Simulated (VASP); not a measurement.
Set up this calculation in VASP 6.6.1, as the native input.

* Task: single point
* Functional: PBE
* Potentials or basis: VASP PAW PBE potentials, release 64 (Si)
* Cutoff: 520 eV
* k mesh: 13 × 13 × 13
* Occupations: fermi-dirac, width 0.08 eV
* Spin: no spin polarisation
* Dipole correction: no
* Further INCAR settings: ALGO = Normal; EDIFF = 1e-06; NBANDS = 11

The structure of Si lies in POSCAR:

```
Si
1.0
    0.0000000000      2.6323102213      2.6323102213
    2.6323102213      0.0000000000      2.6323102213
    2.6323102213      2.6323102213      0.0000000000
Si
2
Direct
   -0.1250000000     -0.1250000000     -0.1250000000
    0.1250000000      0.1250000000      0.1250000000
```

One way to write it, as run:

INCAR

```
SYSTEM = Si
PREC = Accurate
ENCUT = 520
EDIFF = 1E-6
ISMEAR = -1
SIGMA = 0.08
LREAL = .FALSE.
LASPH = .TRUE.
NELM = 80
ALGO = Normal
ISIF = 2
LWAVE = .FALSE.
LCHARG = .FALSE.
GGA = PE
NBANDS = 11
```

KPOINTS

```
Automatic mesh
0
G
  13 13 13
  0 0 0
```

Potentials or basis: VASP PAW PBE potentials, release 64 (Si).

Launch:

```sh
$ cat potpaw_PBE.64/Si/POTCAR > POTCAR
$ mpirun -np 1 vasp_std > vasp.out
```

Results of the run:

```json
{
 "Pressure": "12.9 GPa",
 "Band gap on the k mesh": "0.41 eV, indirect (least direct gap 2.60 eV)"
}
```

Run time: 17 s on 1 thread of Intel(R) Xeon(R) Platinum 8488C (Sapphire Rapids) (shared host), peak memory 0.16 GiB.
